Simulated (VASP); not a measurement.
# Ti (Fm-3m) in VASP: a series of runs

The runs below take Ti through electric field gradients, with LDA.

All numbers are computed with VASP 6.6.1; they aren't measurements. Logs are shortened: lines on timing, memory, paths and dates and some standing lists are left out, and cuts for length are marked.

## (1) The cell of the first run

It takes space group Fm-3m (No. 225, cubic). The conventional cell has a = 4.113 Å, b = 4.113 Å, c = 4.113 Å, α = 90.00°, β = 90.00°, γ = 90.00°. Ti (site symmetry m-3m) has 12 Ti at 2.91 Å within 3.8 Å.

## (2) Electric field gradients, LDA (volume scaled by 1.04)

INCAR reads:

```
PREC = Accurate
ENCUT = 520
EDIFF = 1E-8
ISMEAR = -1
SIGMA = 0.05
LREAL = False
LASPH = True
NELM = 60
ALGO = Normal
ISIF = 2
LWAVE = False
LCHARG = False
GGA = CA
LEFG = True
NBANDS = 12
```

KPOINTS reads:

```
Automatic mesh
0
Gamma
  14 14 14
```

POSCAR reads:

```
Ti
1.0
    0.0000000000      2.0567135898      2.0567135898
    2.0567135898      0.0000000000      2.0567135898
    2.0567135898      2.0567135898      0.0000000000
Ti
1
Direct
    0.0000000000      0.0000000000      0.0000000000
```

Potentials or basis: VASP PAW LDA potentials, release 64 (Ti_sv).

Run with:

```
$ cat potpaw_LDA.64/Ti_sv/POTCAR > POTCAR
$ mpirun -np 1 vasp_std > vasp.out
```

OUTCAR:

```text
PREC = Accurate
   ENCUT = 520
   EDIFF = 1E-8
   ISMEAR = -1
   LREAL = False
   LASPH = True
   NELM = 60
   ISIF = 2
   GGA = CA

 ion  position               nearest neighbor table
   1  0.000  0.000  0.000-

  LATTYP: Found a face centered cubic cell.
 ALAT       =     4.1134271796

  Lattice vectors:

 A1 = (   0.0000000000,   2.0567135898,   2.0567135898)
 A2 = (   2.0567135898,   0.0000000000,   2.0567135898)
 A3 = (   2.0567135898,   2.0567135898,   0.0000000000)

Analysis of symmetry for initial positions (statically):
=====================================================================
 Subroutine PRICEL returns:
 Original cell was already a primitive cell.

 Routine SETGRP: Setting up the symmetry group for a
 face centered cubic supercell.

 Subroutine GETGRP returns: Found 48 space group operations
 (whereof 48 operations were pure point group operations)
 out of a pool of 48 trial point group operations.

The static configuration has the point symmetry O_h .

Analysis of symmetry for dynamics (positions and initial velocities):
=====================================================================
 Subroutine PRICEL returns:
 Original cell was already a primitive cell.

 Routine SETGRP: Setting up the symmetry group for a
 face centered cubic supercell.

 Subroutine GETGRP returns: Found 48 space group operations
 (whereof 48 operations were pure point group operations)
 out of a pool of 48 trial point group operations.

The dynamic configuration has the point symmetry O_h .

 Subroutine INISYM returns: Found 48 space group operations
 (whereof 48 operations are pure point group operations),
 and found     1 'primitive' translations

----------------------------------------------------------------------------------------

                                     Primitive cell

  volume of cell :      17.4001

  direct lattice vectors                    reciprocal lattice vectors
     0.000000000  2.056713590  2.056713590    -0.243106285  0.243106285  0.243106285
     2.056713590  0.000000000  2.056713590     0.243106285 -0.243106285  0.243106285
     2.056713590  2.056713590  0.000000000     0.243106285  0.243106285 -0.243106285

  length of vectors
     2.908632253  2.908632253  2.908632253     0.421072437  0.421072437  0.421072437

  position of ions in fractional coordinates (direct lattice)
     0.000000000  0.000000000  0.000000000

  ion indices of the primitive-cell ions
   primitive index   ion index
                 1           1

----------------------------------------------------------------------------------------

 KPOINTS: Automatic mesh

Automatic generation of k-mesh.
 Grid dimensions read from file:
 generate k-points for:   14   14   14

 Generating k-lattice:

  Cartesian coordinates                     Fractional coordinates (reciprocal lattice)
    -0.017364735  0.017364735  0.017364735     0.071428571  0.000000000  0.000000000
     0.017364735 -0.017364735  0.017364735     0.000000000  0.071428571  0.000000000
     0.017364735  0.017364735 -0.017364735     0.000000000  0.000000000  0.071428571

  Length of vectors
     0.030076603  0.030076603  0.030076603

  Shift w.r.t. Gamma in fractional coordinates (k-lattice)
     0.000000000  0.000000000  0.000000000

 Subroutine IBZKPT returns following result:
 ===========================================

 Found    104 irreducible k-points:

 Following reciprocal coordinates:
            Coordinates               Weight
  0.000000  0.000000  0.000000      1.000000
  0.071429  0.000000  0.000000      8.000000
  0.142857  0.000000  0.000000      8.000000
  0.214286  0.000000  0.000000      8.000000
  0.285714  0.000000  0.000000      8.000000
  0.357143  0.000000  0.000000      8.000000
[... 16 lines left out ...]
  0.214286  0.142857  0.000000     24.000000
  0.285714  0.142857  0.000000     24.000000
 [... further k-points ...]
   k-points           NKPTS =    104   k-points in BZ     NKDIM =    104   number of bands    NBANDS=     12
   number of dos      NEDOS =    301   number of ions     NIONS =      1
   total plane-waves  NPLWV =  13824
   dimension x,y,z NGX =    24 NGY =   24 NGZ =   24
   dimension x,y,z NGXF=    48 NGYF=   48 NGZF=   48
   ions per type =               1
   NGX,Y,Z   is equivalent  to a cutoff of  13.72, 13.72, 13.72 a.u.
   NGXF,Y,Z  is equivalent  to a cutoff of  27.43, 27.43, 27.43 a.u.
 SYSTEM =  unknown system
   PREC   = accura    normal or accurate (medium, high low for compatibility)
   ISTART =      0    job   : 0-new  1-cont  2-samecut
   ICHARG =      2    charge: 1-file 2-atom 10-const
   ISPIN  =      1    spin polarized calculation?
   LNONCOLLINEAR =      F non collinear calculations
   LSORBIT =      F    spin-orbit coupling
   LASPH  =      T    aspherical Exc in radial PAW
   ENCUT  =  520.0 eV  38.22 Ry    6.18 a.u.   5.41  5.41  5.41*2*pi/ulx,y,z
   NELM   =     60;   NELMIN=  2; NELMDL= -5     # of ELM steps
   EDIFF  = 0.1E-07   stopping-criterion for ELM
   LREAL  =      F    real-space projection
   EDIFFG = 0.1E-06   stopping-criterion for IOM
   NSW    =      0    number of steps for IOM
   IBRION =     -1    ionic relax: 0-MD 1-quasi-New 2-CG
   NFREE  =      0    steps in history (QN), initial steepest desc. (CG)
   ISIF   =      2    stress and relaxation
   ISYM   =      2    0-nonsym 1-usesym 2-fastsym
   POTIM  = 0.5000    time-step for ionic-motion
   TEBEG  =    0.0;   TEEND  =   0.0 temperature during run
   PSTRESS=    0.0 pullay stress
   NELECT =      12.0000    total number of electrons
   NUPDOWN=      -1.0000    fix difference up-down
   EMIN   =  10.00;   EMAX   =-10.00  energy-range for DOS
   EFERMI =   0.00;   METHOD = LEGACY
   ISMEAR =    -1;   SIGMA  =   0.05  broadening in eV -4-tet -1-fermi 0-gaus
   EFERMI_NEDOS =   21; number of points for ismear=-14 and -15
   IALGO  =     38    algorithm
   IMIX   =      4    mixing-type and parameters
     AMIX     =   0.40;   BMIX     =  1.00
     AMIX_MAG =   1.60;   BMIX_MAG =  1.00
  volume/ion in A,a.u.               =      17.40       117.42
  Fermi-wavevector in a.u.,A,eV,Ry     =   1.446388  2.733277 28.463902  2.092038
  Thomas-Fermi vector in A             =   2.564462
   LORBIT       =      0    0 simple, 1 ext, 2 COOP (PROOUT), +10 PAW based schemes
   GGA     = CA    functional components
   LHFCALC =     F    Hartree Fock is set to
   AEXX    =    0.0000 exact exchange contribution
   IVDW    =     0    specifies the selected vdW correction
   LEPSILON=     F    determine dielectric tensor
   LRPA    =     F    only Hartree local field effects (RPA)
 non-spin polarized calculation
  energy-cutoff  :      520.00
  volume of cell :       17.40
 maximum number of plane-waves:       489
 NGX is ok and might be reduce to    24
   NGX = 11   NGY = 11   NGZ = 11

 number of electron      12.0000002 magnetization

 Free energy of the ion-electron system (eV)
  ---------------------------------------------------
  ext. energy  EPLUGINS =         0.00000000
  ---------------------------------------------------
  free energy    TOTEN  =        -8.46464776 eV

  energy without entropy =       -8.44896656  energy(sigma->0) =       -8.45680716

 E-fermi :   7.9598     XC(G=0): -11.7759

 val. band max:        7.9401445354   @ k =   0.2143   0.1429   0.0000
 cond. band min:       7.9609498563   @ k =  -0.4286   0.2857   0.1429
 fundamental gap:      0.0208053209
 Fermi energy:         7.9598190576

 k-point     1 :       0.0000    0.0000    0.0000
  band No.  band energies     occupation
      1     -48.0594      2.00000
      2     -24.2910      2.00000
      3     -24.2910      2.00000
      4     -24.2910      2.00000
      5       1.9498      2.00000
      6       8.8057      0.00000
      7       8.8057      0.00000
      8       8.8057      0.00000
      9      10.4054      0.00000
     10      10.4054      0.00000
     11      23.3019      0.00000
     12      27.6802      0.00000

 k-point     2 :       0.0714    0.0000    0.0000
  band No.  band energies     occupation
      1     -48.0532      2.00000
      2     -24.3263      2.00000
      3     -24.2954      2.00000
      4     -24.2954      2.00000
      5       2.1147      2.00000
      6       8.7063      0.00000
      7       8.8649      0.00000
      8       8.8649      0.00000
      9      10.3680      0.00000
     10      10.3680      0.00000
     11      23.4296      0.00000
     12      26.4698      0.00000

 k-point     3 :       0.1429    0.0000    0.0000
  band No.  band energies     occupation
      1     -48.0356      2.00000
      2     -24.4243      2.00000
      3     -24.3078      2.00000
      4     -24.3078      2.00000
      5       2.5904      2.00000
      6       8.4519      0.00011
      7       9.0003      0.00000
      8       9.0003      0.00000
      9      10.3069      0.00000
     10      10.3069      0.00000
     11      23.4185      0.00000
     12      24.7237      0.00000

 k-point     4 :       0.2143    0.0000    0.0000
  band No.  band energies     occupation
      1     -48.0100      2.00000
      2     -24.5640      2.00000
      3     -24.3256      2.00000
      4     -24.3256      2.00000
      5       3.3135      2.00000
      6       8.1540      0.04032
      7       9.0775      0.00000
      8       9.0775      0.00000
      9      10.3718      0.00000
     10      10.3718      0.00000
     11      21.8987      0.00000
     12      24.2297      0.00000

 k-point     5 :       0.2857    0.0000    0.0000
  band No.  band energies     occupation
      1     -47.9814      2.00000
      2     -24.7166      2.00000
      3     -24.3452      2.00000
      4     -24.3452      2.00000
      5       4.1537      2.00000
      6       7.9640      0.95868
      7       8.9981      0.00000
      8       8.9981      0.00000
      9      10.6607      0.00000
     10      10.6607      0.00000
     11      19.9369      0.00000
     12      23.7884      0.00000
[... 228 lines left out ...]
      1     -48.0431      2.00000
      2     -24.3748      2.00000
      3     -24.3156      2.00000
      4     -24.2969      2.00000
      5       2.3833      2.00000
      6       8.5426      0.00002
      7       8.9548      0.00000
      8       8.9657      0.00000
      9      10.2104      0.00000
     10      10.4270      0.00000
     11      23.5770      0.00000
     12      25.4361      0.00000

 k-point    22 :       0.1429    0.1429    0.0000
  band No.  band energies     occupation
      1     -48.0276      2.00000
      2     -24.4205      2.00000
      3     -24.3369      2.00000
      4     -24.3369      2.00000
      5       2.7975      2.00000
      6       8.2158      0.01189
      7       9.1943      0.00000
      8       9.1943      0.00000
      9       9.8283      0.00000
     10      10.5934      0.00000
     11      23.9626      0.00000
     12      25.3727      0.00000

 k-point    23 :       0.2143    0.1429    0.0000
  band No.  band energies     occupation
      1     -48.0085      2.00000
      2     -24.5109      2.00000
      3     -24.3596      2.00000
      4     -24.3542      2.00000
      5       3.3300      2.00000
      6       7.9401      1.19425
      7       9.2440      0.00000
      8       9.3754      0.00000
      9       9.7628      0.00000
     10      10.6984      0.00000
     11      23.5088      0.00000
     12      24.4079      0.00000

 k-point    24 :       0.2857    0.1429    0.0000
  band No.  band energies     occupation
      1     -47.9837      2.00000
      2     -24.6352      2.00000
      3     -24.3819      2.00000
      4     -24.3751      2.00000
      5       4.0654      2.00000
      6       7.6879      1.99135
      7       8.9397      0.00000
      8       9.4406      0.00000
      9      10.1912      0.00000
     10      10.9111      0.00000
     11      21.5485      0.00000
     12      24.1088      0.00000

 [... further k-points ...]
[... 5 lines left out ...]
  --------------------------------------------------------------------------------------
  -------------------------------------------------------------------------------------
  Total       -0.9538581     -0.9538581     -0.9538581      0.0000000     -0.0000000     -0.0000000
  in kB      -87.8300020    -87.8300020    -87.8300020      0.0000000     -0.0000000     -0.0000000
  external PRESSURE =     -87.8300020 kB  Pullay stress =       0.0000000 kB

 VOLUME and BASIS-vectors are now :
 -----------------------------------------------------------------------------
  energy-cutoff  :      520.00
  volume of cell :       17.40
      direct lattice vectors                 reciprocal lattice vectors
     0.000000000  2.056713590  2.056713590    -0.243106285  0.243106285  0.243106285
     2.056713590  0.000000000  2.056713590     0.243106285 -0.243106285  0.243106285
     2.056713590  2.056713590  0.000000000     0.243106285  0.243106285 -0.243106285

 POSITION                                       TOTAL-FORCE (eV/Angst)
 -----------------------------------------------------------------------------------
      0.00000      0.00000      0.00000         0.000000      0.000000     -0.000000
 -----------------------------------------------------------------------------------
    total drift:                               -0.000000     -0.000000      0.000000

  FREE ENERGIE OF THE ION-ELECTRON SYSTEM (eV)
  ---------------------------------------------------
  free  energy   TOTEN  =        -8.4646477600 eV

  energy  without entropy=       -8.4489665589  energy(sigma->0) =       -8.45680716

 Electric field gradients (V/A^2)
---------------------------------------------------------------------
 ion       V_xx      V_yy      V_zz      V_xy      V_xz      V_yz
---------------------------------------------------------------------
   1      -0.000    -0.000    -0.000     0.000     0.000     0.000
---------------------------------------------------------------------

 Electric field gradients after diagonalization (V/A^2)
 (convention: |V_zz| > |V_xx| > |V_yy|)
----------------------------------------------------------------------
 ion       V_xx      V_yy      V_zz     asymmetry (V_yy - V_xx)/ V_zz
----------------------------------------------------------------------
   1      -0.000    -0.000     0.000       0.000
----------------------------------------------------------------------

           NMR quadrupolar parameters

 Cq : quadrupolar parameter    Cq=e*Q*V_zz/h
 eta: asymmetry parameters     (V_yy - V_xx)/ V_zz
 Q  : nuclear electric quadrupole moment in mb (millibarn)
----------------------------------------------------------------------
 ion       Cq(MHz)       eta       Q (mb)
----------------------------------------------------------------------
   1       0.000       0.000       1.000
----------------------------------------------------------------------
```

Wall time 10 s (1 thread of Intel Xeon Platinum 8488C (Sapphire Rapids), shared host); peak memory 0.14 GiB.

What came out:

| Item | Value |
| --- | --- |
| Free energy | -8.4646 eV |
| Pressure | -8.8 GPa |
| Band gap on the k mesh | zero (band 6 reaches 8.81 eV, above the bottom of band 7 at 7.55 eV) |

Caveat: without QUAD_EFG the Cq values of the log hold for a quadrupole moment of 1 mb, not for the nuclei.

(Part 1 of 2 ends here.)
